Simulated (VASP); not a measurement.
Wanted: the native input for a VASP 6.6.1 run.

- Task: single point
- Functional: r2SCAN
- Potentials or basis: VASP PAW PBE potentials, release 64 (I, Sb)
- Cutoff: 550 eV
- k mesh: 8 × 8 × 5
- Occupations: fermi-dirac, width 0.1217 eV
- Spin: no spin polarisation
- Dipole correction: no
- Further INCAR settings: ALGO = Normal; EDIFF = 1e-06; NBANDS = 20

The system is SbI.

```
CELL_PARAMETERS angstrom
1.92263 3.33009 0.00000
-1.92263 3.33009 0.00000
0.00000 0.00000 9.94591
ATOMIC_POSITIONS crystal
I 0.00000 0.00000 0.00000
I 0.00000 0.00000 0.50000
Sb 0.33333 0.33333 0.25000
Sb 0.66667 0.66667 0.75000
```

The input as run:

POSCAR

```
SbI
1.0
    1.9226270021      3.3300876516      0.0000000000
   -1.9226270021      3.3300876516      0.0000000000
    0.0000000000      0.0000000000      9.9459149011
I Sb
2 2
Direct
    0.0000000000      0.0000000000      0.0000000000
    0.0000000000      0.0000000000      0.5000000000
    0.3333333333      0.3333333333      0.2500000000
    0.6666666667      0.6666666667      0.7500000000
```

INCAR.step1

```
SYSTEM = SbI
PREC = Accurate
ENCUT = 550
ISMEAR = -1
SIGMA = 0.1217
LREAL = .False.
LASPH = .True.
NELM = 120
NBANDS = 20
GGA = PE
ALGO = Normal
EDIFF = 1E-5
LWAVE = .True.
LCHARG = .False.
GGA_COMPAT = .False.
```

INCAR.step2

```
SYSTEM = SbI
PREC = Accurate
ENCUT = 550
EDIFF = 1E-6
ISMEAR = -1
SIGMA = 0.1217
LREAL = .False.
LASPH = .True.
NELM = 120
ALGO = Normal
ISIF = 2
LWAVE = .False.
LCHARG = .False.
METAGGA = R2SCAN
LMIXTAU = .True.
NBANDS = 20
ISTART = 1
GGA_COMPAT = .False.
```

KPOINTS

```
Automatic mesh
0
Gamma
  8 8 5
  0 0 0
```

Potentials or basis: VASP PAW PBE potentials, release 64 (I, Sb).

The run is started by

```bash
$ cat potpaw_PBE.64/I/POTCAR potpaw_PBE.64/Sb/POTCAR > POTCAR
$ cp INCAR.step1 INCAR
$ mpirun -np 1 vasp_std > vasp.out
$ cp INCAR.step2 INCAR
$ mpirun -np 1 vasp_std > vasp.out
```

Results of the run:

```
Pressure               : -0.1 GPa
Band gap on the k mesh : zero (band 12 reaches 8.47 eV, above the bottom of band 13 at 5.90 eV)
```

Caveat: the PAW data sets were made with another functional, which shifts forces and pressure a little; spin-orbit coupling is left out, which moves the levels of the heavy elements.

Run time: 3.8 min on 1 thread of Intel(R) Xeon(R) Platinum 8375C CPU @ 2.90GHz (Ice Lake) (shared host), peak memory 0.32 GiB.
